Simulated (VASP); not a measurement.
Sn2TeS3:

```
Sn Te S
1.0
     3.53542    0.00000    0.00000
     0.00000    3.53542    0.00000
     0.00000    0.00000   10.53837
Sn Te S
2 1 3
Cartesian
  0.0000 0.0000 3.5124
  0.0000 0.0000 7.0260
  0.0000 0.0000 0.0000
  1.7677 1.7677 1.8716
  1.7677 1.7677 5.2692
  1.7677 1.7677 8.6668
```

- Program: VASP 6.6.1
- Task: relaxation of cell and atoms
- Functional: PBE
- Potentials or basis: VASP PAW PBE potentials, release 64 (Sn_d, Te, S)
- Cutoff: 600 eV
- k mesh: 6 × 6 × 2
- Occupations: gaussian, width 0.1 eV
- Spin: no spin polarisation

At the start: pressure -0.2 GPa; volume 21.95 Å³/atom.

Problem. Where does the relaxation end?

Solution. Over 6 steps the energy falls by 3.3 meV/atom and the volume is 21.91 Å³/atom (-0.2 %); space group P4/mmm (No. 123, to 0.05 Å).

Step by step:
```tsv
step	energy change (eV)	largest force (eV/Å)	pressure (GPa)	volume (Å³)
1	0.0000	0.2132	-0.19	131.72
2	-0.0136	0.1609	0.03	131.22
3	-0.0169	0.1189	0.23	130.83
4	-0.0188	0.0741	-0.05	131.47
5	-0.0191	0.0510	-0.20	131.81
6	-0.0199	0.0122	-0.05	131.46
```

Final structure:
```
Sn Te S
1.0
     3.50794    0.00000    0.00000
     0.00000    3.50794    0.00000
     0.00000    0.00000   10.68262
Sn Te S
2 1 3
Direct
  0.00000 0.00000 0.32982
  0.00000 0.00000 0.67018
  0.00000 0.00000 0.00000
  0.50000 0.50000 0.17702
  0.50000 0.50000 0.50000
  0.50000 0.50000 0.82298
```
